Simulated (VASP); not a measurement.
# FeSi (B20) (P2_13) in VASP: single point with r2SCAN

Aim: the single point of FeSi (B20) with r2SCAN.

All numbers are computed with VASP 6.6.1; they aren't measurements. Logs are shortened: lines on timing, memory, paths and dates and some standing lists are left out, and cuts for length are marked.

## Step 1: The cell of the first run

It takes space group P2_13 (No. 198, cubic). Conventional cell: a = 4.403 Å, b = 4.403 Å, c = 4.403 Å, α = 90.00°, β = 90.00°, γ = 90.00°. Within 3.0 Å of Fe (site symmetry 3) lie 7 Si at 2.25 to 2.47 Å and 6 Fe at 2.70 Å. Within 3.0 Å of Si (site symmetry 3) lie 7 Fe at 2.25 to 2.47 Å and 6 Si at 2.73 Å.

## Step 2: Single point, r2SCAN

File POSCAR:

```
FeSi
1.0
    4.4029455610      0.0000000000      0.0000000000
    0.0000000000      4.4029455610      0.0000000000
    0.0000000000      0.0000000000      4.4029455610
Fe Si
4 4
Direct
    0.1366701554      0.1366701554      0.1366701554
    0.3633298446      0.8633298446      0.6366701554
    0.6366701554      0.3633298446      0.8633298446
    0.8633298446      0.6366701554      0.3633298446
    0.8411391511      0.8411391511      0.8411391511
    0.6588608489      0.1588608489      0.3411391511
    0.3411391511      0.6588608489      0.1588608489
    0.1588608489      0.3411391511      0.6588608489
```

File INCAR.step1:

```
SYSTEM = FeSi
PREC = Accurate
ENCUT = 520
ISMEAR = 0
SIGMA = 0.02
LREAL = .False.
LASPH = .True.
NELM = 80
NBANDS = 34
GGA = PE
ALGO = Normal
EDIFF = 1E-4
LWAVE = .True.
LCHARG = .False.
```

File INCAR.step2:

```
SYSTEM = FeSi
PREC = Accurate
ENCUT = 520
EDIFF = 1E-6
ISMEAR = 0
SIGMA = 0.02
LREAL = .False.
LASPH = .True.
NELM = 80
ALGO = Normal
ISIF = 2
LWAVE = .False.
LCHARG = .False.
METAGGA = R2SCAN
LMIXTAU = .True.
NBANDS = 34
ISTART = 1
```

File KPOINTS:

```
regular mesh
0
Gamma
  8 8 8
  0 0 0
```

Potentials or basis: VASP PAW PBE potentials, release 64 (Fe, Si).

On the command line:

```sh
$ cat potpaw_PBE.64/Fe/POTCAR potpaw_PBE.64/Si/POTCAR > POTCAR
$ cp INCAR.step1 INCAR
$ mpirun -np 1 vasp_std > vasp.out
$ cp INCAR.step2 INCAR
$ mpirun -np 1 vasp_std > vasp.out
```

OUTCAR:

```text
SYSTEM = FeSi
   PREC = Accurate
   ENCUT = 520
   EDIFF = 1E-6
   ISMEAR = 0
   LREAL = .False.
   LASPH = .True.
   NELM = 80
   ISIF = 2
   METAGGA = R2SCAN
   ISTART = 1

 ion  position               nearest neighbor table
   1  0.137  0.137  0.137-   5 2.25   6 2.29   7 2.29   8 2.29   7 2.47   8 2.47   6 2.47   3 2.70
                             4 2.70   2 2.70   2 2.70   4 2.70   3 2.70
   2  0.363  0.863  0.637-   6 2.25   5 2.29   7 2.29   8 2.29   7 2.47   8 2.47   5 2.47   1 2.70
                             1 2.70   3 2.70   3 2.70   4 2.70   4 2.70
   3  0.637  0.363  0.863-   7 2.25   6 2.29   5 2.29   8 2.29   8 2.47   6 2.47   5 2.47   1 2.70
                             4 2.70   2 2.70   2 2.70   4 2.70   1 2.70
   4  0.863  0.637  0.363-   8 2.25   6 2.29   7 2.29   5 2.29   6 2.47   5 2.47   7 2.47   1 2.70
                             3 2.70   2 2.70   1 2.70   2 2.70   3 2.70
   5  0.841  0.841  0.841-   1 2.25   2 2.29   3 2.29   4 2.29   3 2.47   4 2.47   2 2.47   6 2.73
                             7 2.73   8 2.73   6 2.73   8 2.73   7 2.73
   6  0.659  0.159  0.341-   2 2.25   1 2.29   3 2.29   4 2.29   3 2.47   4 2.47   1 2.47   8 2.73
                             5 2.73   5 2.73   7 2.73   7 2.73   8 2.73
   7  0.341  0.659  0.159-   3 2.25   2 2.29   1 2.29   4 2.29   4 2.47   2 2.47   1 2.47   8 2.73
                             5 2.73   8 2.73   6 2.73   6 2.73   5 2.73
   8  0.159  0.341  0.659-   4 2.25   2 2.29   3 2.29   1 2.29   2 2.47   1 2.47   3 2.47   7 2.73
                             5 2.73   7 2.73   5 2.73   6 2.73   6 2.73

  LATTYP: Found a simple cubic cell.
 ALAT       =     4.4029455610

  Lattice vectors:

 A1 = (   4.4029455610,   0.0000000000,   0.0000000000)
 A2 = (   0.0000000000,   4.4029455610,   0.0000000000)
 A3 = (   0.0000000000,   0.0000000000,   4.4029455610)

Analysis of symmetry for initial positions (statically):
=====================================================================
 Subroutine PRICEL returns:
 Original cell was already a primitive cell.

 Routine SETGRP: Setting up the symmetry group for a
 simple cubic supercell.

 Subroutine GETGRP returns: Found 12 space group operations
 (whereof  3 operations were pure point group operations)
 out of a pool of 48 trial point group operations.

The static configuration has the point symmetry C_3 .
 The point group associated with its full space group is T   .

Analysis of symmetry for dynamics (positions and initial velocities):
=====================================================================
 Subroutine PRICEL returns:
 Original cell was already a primitive cell.

 Routine SETGRP: Setting up the symmetry group for a
 simple cubic supercell.

 Subroutine GETGRP returns: Found 12 space group operations
 (whereof  3 operations were pure point group operations)
 out of a pool of 48 trial point group operations.

The dynamic configuration has the point symmetry C_3 .
 The point group associated with its full space group is T   .

 Subroutine INISYM returns: Found 12 space group operations
 (whereof  3 operations are pure point group operations),
 and found     1 'primitive' translations

----------------------------------------------------------------------------------------

                                     Primitive cell

  volume of cell :      85.3552

  direct lattice vectors                    reciprocal lattice vectors
     4.402945561  0.000000000  0.000000000     0.227120682  0.000000000  0.000000000
     0.000000000  4.402945561  0.000000000     0.000000000  0.227120682  0.000000000
     0.000000000  0.000000000  4.402945561     0.000000000  0.000000000  0.227120682

  length of vectors
     4.402945561  4.402945561  4.402945561     0.227120682  0.227120682  0.227120682

  position of ions in fractional coordinates (direct lattice)
     0.136670155  0.136670155  0.136670155
     0.363329845  0.863329845  0.636670155
     0.636670155  0.363329845  0.863329845
     0.863329845  0.636670155  0.363329845
     0.841139151  0.841139151  0.841139151
     0.658860849  0.158860849  0.341139151
     0.341139151  0.658860849  0.158860849
     0.158860849  0.341139151  0.658860849

  ion indices of the primitive-cell ions
   primitive index   ion index
                 1           1
                 2           2
                 3           3
                 4           4
                 5           5
                 6           6
                 7           7
                 8           8

----------------------------------------------------------------------------------------

 KPOINTS: regular mesh

Automatic generation of k-mesh.
 Grid dimensions read from file:
 generate k-points for:    8    8    8

 Generating k-lattice:

  Cartesian coordinates                     Fractional coordinates (reciprocal lattice)
     0.028390085  0.000000000  0.000000000     0.125000000  0.000000000  0.000000000
     0.000000000  0.028390085  0.000000000     0.000000000  0.125000000  0.000000000
     0.000000000  0.000000000  0.028390085     0.000000000  0.000000000  0.125000000

  Length of vectors
     0.028390085  0.028390085  0.028390085

  Shift w.r.t. Gamma in fractional coordinates (k-lattice)
     0.000000000  0.000000000  0.000000000

 Subroutine IBZKPT returns following result:
 ===========================================

 Found     45 irreducible k-points:

 Following reciprocal coordinates:
            Coordinates               Weight
  0.000000  0.000000  0.000000      1.000000
  0.125000  0.000000  0.000000      6.000000
  0.250000  0.000000  0.000000      6.000000
  0.375000  0.000000  0.000000      6.000000
  0.500000  0.000000  0.000000      3.000000
  0.125000  0.125000  0.000000     12.000000
[... 16 lines left out ...]
  0.250000  0.125000  0.125000     24.000000
  0.375000  0.125000  0.125000     24.000000
 [... further k-points ...]
   k-points           NKPTS =     45   k-points in BZ     NKDIM =     45   number of bands    NBANDS=     34
   number of dos      NEDOS =    301   number of ions     NIONS =      8
   total plane-waves  NPLWV =  46656
   dimension x,y,z NGX =    36 NGY =   36 NGZ =   36
   dimension x,y,z NGXF=    72 NGYF=   72 NGZF=   72
   ions per type =               4   4
   NGX,Y,Z   is equivalent  to a cutoff of  13.59, 13.59, 13.59 a.u.
   NGXF,Y,Z  is equivalent  to a cutoff of  27.19, 27.19, 27.19 a.u.
 SYSTEM =  FeSi
   PREC   = accura    normal or accurate (medium, high low for compatibility)
   ISTART =      1    job   : 0-new  1-cont  2-samecut
   ICHARG =      0    charge: 1-file 2-atom 10-const
   ISPIN  =      1    spin polarized calculation?
   LNONCOLLINEAR =      F non collinear calculations
   LSORBIT =      F    spin-orbit coupling
   LASPH  =      T    aspherical Exc in radial PAW
   ENCUT  =  520.0 eV  38.22 Ry    6.18 a.u.   8.19  8.19  8.19*2*pi/ulx,y,z
   NELM   =     80;   NELMIN=  2; NELMDL=  0     # of ELM steps
   EDIFF  = 0.1E-05   stopping-criterion for ELM
   LREAL  =      F    real-space projection
   EDIFFG = 0.1E-04   stopping-criterion for IOM
   NSW    =      0    number of steps for IOM
   IBRION =     -1    ionic relax: 0-MD 1-quasi-New 2-CG
   NFREE  =      0    steps in history (QN), initial steepest desc. (CG)
   ISIF   =      2    stress and relaxation
   ISYM   =      2    0-nonsym 1-usesym 2-fastsym
   POTIM  = 0.5000    time-step for ionic-motion
   TEBEG  =    0.0;   TEEND  =   0.0 temperature during run
   PSTRESS=    0.0 pullay stress
   NELECT =      48.0000    total number of electrons
   NUPDOWN=      -1.0000    fix difference up-down
   EMIN   =  10.00;   EMAX   =-10.00  energy-range for DOS
   EFERMI =   0.00;   METHOD = LEGACY
   ISMEAR =     0;   SIGMA  =   0.02  broadening in eV -4-tet -1-fermi 0-gaus
   EFERMI_NEDOS =   21; number of points for ismear=-14 and -15
   IALGO  =     38    algorithm
   IMIX   =      4    mixing-type and parameters
     AMIX     =   0.40;   BMIX     =  1.00
     AMIX_MAG =   1.60;   BMIX_MAG =  1.00
  volume/ion in A,a.u.               =      10.67        72.00
  Fermi-wavevector in a.u.,A,eV,Ry     =   1.351280  2.553548 24.843652  1.825957
  Thomas-Fermi vector in A             =   2.478715
   LORBIT       =      0    0 simple, 1 ext, 2 COOP (PROOUT), +10 PAW based schemes
   METAGGA = R2SCAN    functional components
   LHFCALC =     F    Hartree Fock is set to
   AEXX    =    0.0000 exact exchange contribution
   IVDW    =     0    specifies the selected vdW correction
   LEPSILON=     F    determine dielectric tensor
   LRPA    =     F    only Hartree local field effects (RPA)
 non-spin polarized calculation
 Gauss-broadening in eV      SIGMA  =   0.02
  energy-cutoff  :      520.00
  volume of cell :       85.36
 maximum number of plane-waves:      2325
 NGX is ok and might be reduce to    36
   NGX = 17   NGY = 17   NGZ = 17

 number of electron      48.0000004 magnetization

 Free energy of the ion-electron system (eV)
  ---------------------------------------------------
  ext. energy  EPLUGINS =         0.00000000
  ---------------------------------------------------
  free energy    TOTEN  =       -94.76449633 eV

  energy without entropy =      -94.76449633  energy(sigma->0) =      -94.76449633

 E-fermi :  10.1073     XC(G=0): -13.9812

 val. band max:       10.0037022243   @ k =   0.3750   0.0000   0.0000
 cond. band min:      10.3304868032   @ k =   0.3750   0.1250   0.0000
 fundamental gap:      0.3267845789
 Fermi energy:        10.1072980963

 k-point     1 :       0.0000    0.0000    0.0000
  band No.  band energies     occupation
      1      -4.1946      2.00000
      2       1.5937      2.00000
      3       1.5937      2.00000
      4       1.5937      2.00000
      5       4.5336      2.00000
      6       4.5336      2.00000
[... 26 lines left out ...]
     33      14.6591      0.00000
     34      14.6591      0.00000

 k-point     2 :       0.1250    0.0000    0.0000
  band No.  band energies     occupation
      1      -4.0692      2.00000
      2       0.7699      2.00000
      3       1.6671      2.00000
      4       2.2116      2.00000
      5       4.0242      2.00000
      6       4.6115      2.00000
[... 26 lines left out ...]
     33      14.8005      0.00000
     34      14.9056      0.00000

 k-point     3 :       0.2500    0.0000    0.0000
  band No.  band energies     occupation
      1      -3.6972      2.00000
      2      -0.2452      2.00000
      3       1.8826      2.00000
      4       2.7271      2.00000
      5       3.7085      2.00000
      6       4.7797      2.00000
[... 26 lines left out ...]
     33      15.0885      0.00000
     34      15.1358      0.00000

 k-point     4 :       0.3750    0.0000    0.0000
  band No.  band energies     occupation
      1      -3.0922      2.00000
      2      -1.3052      2.00000
      3       2.2234      2.00000
      4       2.9808      2.00000
      5       3.6494      2.00000
      6       4.6722      2.00000
[... 26 lines left out ...]
     33      15.3613      0.00000
     34      15.4627      0.00000

 k-point     5 :       0.5000    0.0000    0.0000
  band No.  band energies     occupation
      1      -2.2801      2.00000
      2      -2.2801      2.00000
      3       2.6454      2.00000
      4       2.6454      2.00000
      5       4.1352      2.00000
      6       4.1352      2.00000
[... 621 lines left out ...]
 k-point    22 :       0.1250    0.1250    0.1250
  band No.  band energies     occupation
      1      -3.8204      2.00000
      2       0.5096      2.00000
      3       1.2098      2.00000
      4       2.5060      2.00000
      5       3.9469      2.00000
      6       4.7203      2.00000
[... 26 lines left out ...]
     33      14.6177      0.00000
     34      15.1483      0.00000

 k-point    23 :       0.2500    0.1250    0.1250
  band No.  band energies     occupation
      1      -3.4526      2.00000
      2      -0.1390      2.00000
      3       1.2531      2.00000
      4       2.6509      2.00000
      5       3.7227      2.00000
      6       4.5513      2.00000
[... 26 lines left out ...]
     33      14.8908      0.00000
     34      15.1927      0.00000

 k-point    24 :       0.3750    0.1250    0.1250
  band No.  band energies     occupation
      1      -2.8556      2.00000
      2      -1.1123      2.00000
      3       1.6241      2.00000
      4       2.6590      2.00000
      5       3.4695      2.00000
      6       4.3024      2.00000
[... 26 lines left out ...]
     33      14.7028      0.00000
     34      15.4340      0.00000

 [... further k-points ...]
[... 5 lines left out ...]
  --------------------------------------------------------------------------------------
  -------------------------------------------------------------------------------------
  Total        0.2327169      0.2327169      0.2327169      0.0000000      0.0000000      0.0000000
  in kB        4.3682603      4.3682603      4.3682603      0.0000000      0.0000000      0.0000000
  external PRESSURE =       4.3682603 kB  Pullay stress =       0.0000000 kB

 VOLUME and BASIS-vectors are now :
 -----------------------------------------------------------------------------
  energy-cutoff  :      520.00
  volume of cell :       85.36
      direct lattice vectors                 reciprocal lattice vectors
     4.402945561  0.000000000  0.000000000     0.227120682  0.000000000  0.000000000
     0.000000000  4.402945561  0.000000000     0.000000000  0.227120682  0.000000000
     0.000000000  0.000000000  4.402945561     0.000000000  0.000000000  0.227120682

 POSITION                                       TOTAL-FORCE (eV/Angst)
 -----------------------------------------------------------------------------------
      0.60175      0.60175      0.60175         0.021260      0.021260      0.021260
      1.59972      3.80119      2.80322        -0.021260     -0.021260      0.021260
      2.80322      1.59972      3.80119         0.021260     -0.021260     -0.021260
      3.80119      2.80322      1.59972        -0.021260      0.021260     -0.021260
      3.70349      3.70349      3.70349         0.000395      0.000395      0.000395
      2.90093      0.69946      1.50202        -0.000395     -0.000395      0.000395
      1.50202      2.90093      0.69946         0.000395     -0.000395     -0.000395
      0.69946      1.50202      2.90093        -0.000395      0.000395     -0.000395
 -----------------------------------------------------------------------------------
    total drift:                               -0.000001     -0.000001     -0.000000

  FREE ENERGIE OF THE ION-ELECTRON SYSTEM (eV)
  ---------------------------------------------------
  free  energy   TOTEN  =       -94.7644963333 eV

  energy  without entropy=      -94.7644963333  energy(sigma->0) =      -94.76449633
```

Wall time 6.9 min (1 thread of Intel Xeon Platinum 8259CL at 2.50GHz (Skylake/Cascade Lake), shared host); peak memory 0.28 GiB.

Results:

| Quantity | Value |
| --- | --- |
| Free energy | -94.7645 eV |
| Pressure | 0.4 GPa |
| Largest force | 0.037 eV/Å |
| Band gap on the k mesh | 0.33 eV, indirect (least direct gap 0.33 eV) |

Forces on the atoms (eV/Å):
```
Fe   0.021  0.021  0.021
Fe  -0.021 -0.021  0.021
Fe   0.021 -0.021 -0.021
Fe  -0.021  0.021 -0.021
Si   0.000  0.000  0.000
Si   0.000  0.000  0.000
Si   0.000  0.000  0.000
Si   0.000  0.000  0.000
```

Levels at points of the mesh, in eV from the valence-band top:
| k point | band 21 | band 22 | band 23 | band 24 | band 25 | band 26 | band 27 | band 28 |
| --- | --- | --- | --- | --- | --- | --- | --- | --- |
| (0.00, 0.00, 0.00) | -0.38 | -0.38 | -0.12 | -0.12 | 0.85 | 0.85 | 0.85 | 3.41 |
| (0.50, 0.00, 0.00) | -0.48 | -0.48 | -0.05 | -0.05 | 0.37 | 0.37 | 1.96 | 1.96 |
| (0.50, 0.50, 0.00) | -1.10 | -1.10 | -0.44 | -0.44 | 0.81 | 0.81 | 1.56 | 1.56 |
| (0.50, 0.50, 0.50) | -0.79 | -0.79 | -0.79 | -0.79 | 0.73 | 0.73 | 0.73 | 0.73 |

Caveat: the PAW data sets were made with another functional, which shifts forces and pressure a little. A k mesh can miss the band edges.
